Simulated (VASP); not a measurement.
Wanted: the native input for a VASP 6.6.1 run.

```
Task                   : single point
Functional             : PBEsol
Potentials or basis    : VASP PAW PBE potentials, release 64 (Hf_pv, B)
Cutoff                 : 520 eV
k mesh                 : 13 × 13 × 11
Occupations            : fermi-dirac, width 0.05 eV
Spin                   : no spin polarisation
Dipole correction      : no
Further INCAR settings : ALGO = Normal; EDIFF = 1e-07; NBANDS = 15
```

The structure of HfB2 lies in POSCAR:

```
HfB2
1.0
    3.1400001005      0.0000000000      0.0000000000
   -1.5700000503      2.7193198549      0.0000000000
    0.0000000000      0.0000000000      3.3756000000
Hf B
1 2
Direct
    0.0000000000      0.0000000000      0.0000000000
    0.3333333333      0.6666666667      0.5000000000
    0.6666666667      0.3333333333      0.5000000000
```

This cell differs from its parent crystal: zz strain of -3 %.

The input as run:

INCAR

```
SYSTEM = HfB2
PREC     = Accurate       ! precision mode
ENCUT    = 520            ! plane-wave cutoff, eV
EDIFF    = 1E-7           ! SCF threshold, eV
ISMEAR   = -1             ! smearing method
SIGMA    = 0.05           ! smearing width, eV
LREAL    = .False.        ! projectors in reciprocal space
LASPH    = .True.         ! aspherical terms in the spheres
NELM     = 60             ! most SCF steps
ALGO     = Normal         ! electronic algorithm
ISIF     = 2              ! what is computed and relaxed
LWAVE    = .False.        ! write WAVECAR
LCHARG   = .True.         ! write CHGCAR
GGA      = PS             ! functional
LELF     = .True.         ! ELF
LVHAR    = .True.       
NBANDS   = 15             ! bands
```

KPOINTS

```
Automatic mesh
0
Gamma
  13 13 11
  0 0 0
```

Potentials or basis: VASP PAW PBE potentials, release 64 (Hf_pv, B).

The run is started by

```sh
$ cat potpaw_PBE.64/Hf_pv/POTCAR potpaw_PBE.64/B/POTCAR > POTCAR
$ mpirun -np 1 vasp_std > vasp.out
```

It gave:

```json
{
  "Pressure": "3.1 GPa",
  "Band gap on the k mesh": "zero (band 8 reaches 8.53 eV, above the bottom of band 9 at 7.41 eV)"
}
```

Caveat: the cell differs from its parent crystal (zz strain of -3 %); the PAW data sets were made with another functional, which shifts forces and pressure a little; spin-orbit coupling is left out, which moves the levels of the heavy elements.

It took 26 s on 1 thread of Intel(R) Xeon(R) Platinum 8488C (Sapphire Rapids), with other jobs on the host, peak memory 0.18 GiB.
